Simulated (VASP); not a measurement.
**Rb: single point with PBE**

Rb:

```
Rb
1.0
    -2.26417    2.26417    2.26417
     2.26417   -2.26417    2.26417
     2.26417    2.26417   -2.26417
Rb
1
Direct
  0.00000 0.00000 0.00000
```

```
Program             : VASP 6.6.1
Task                : single point
Functional          : PBE
Potentials or basis : VASP PAW PBE potentials, release 64 (Rb_sv)
Cutoff              : 520 eV
k mesh              : 12 × 12 × 12
Occupations         : fermi-dirac, width 0.1 eV
Spin                : no spin polarisation
```

```json
{
 "Pressure": "6.2 GPa",
 "Band gap on the k mesh": "zero (an odd number of electrons rules out a gap without spin polarisation)"
}
```

Levels at points of the mesh, in eV from the Fermi level:
| k point | band 1 | band 2 | band 3 | band 4 | band 5 | band 6 | band 7 | band 8 |
| --- | --- | --- | --- | --- | --- | --- | --- | --- |
| (0.00, 0.00, 0.00) | -28.96 | -12.73 | -12.73 | -12.73 | -2.92 | 4.11 | 4.11 | 4.11 |
| (0.50, 0.00, 0.00) | -28.88 | -13.49 | -12.95 | -12.74 | -0.23 | 1.86 | 2.36 | 5.74 |
| (0.50, 0.50, 0.50) | -28.82 | -13.23 | -13.23 | -13.23 | 0.32 | 0.32 | 5.74 | 5.74 |

Run time: 42 s on 1 thread of Intel Xeon 8259CL, on a shared host, peak memory 0.18 GiB.

Caveat: the cell stands under pressure.
